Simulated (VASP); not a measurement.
A run of VASP 6.6.1 is set up as follows.

INCAR

```
  ALGO = Normal
  EDIFF = 1E-6
  ENCUT = 520
  GGA = PE
  ISIF = 2
  ISMEAR = 0
  LASPH = T
  LCHARG = T
  LELF = T
  LREAL = F
  LVHAR = T
  LWAVE = F
  NBANDS = 20
  NELM = 80
  PREC = Accurate
  SIGMA = 0.1
```

File KPOINTS:

```
k-points
0
Gamma
  6 6 4
```

POSCAR

```
Tl
1.0
    3.4206846571     -0.0000000029      0.0000000000
   -1.7103423260      2.9623998128      0.0000000000
    0.0000000000      0.0000000000      6.5288179203
Tl
2
Direct
    0.0000000000      0.0000000000      0.2507040632
    0.0000000000      0.0000000000      0.7492959368
```

Potentials or basis: VASP PAW PBE potentials, release 64 (Tl_d).

Command:

```console
$ cat potpaw_PBE.64/Tl_d/POTCAR > POTCAR
$ mpirun -np 1 vasp_std > vasp.out
```

(1) What does it give for the pressure?

(2) Estimate the largest force.

## Answers

(1) -0.1 GPa.

(2) 0.019 eV/Å.
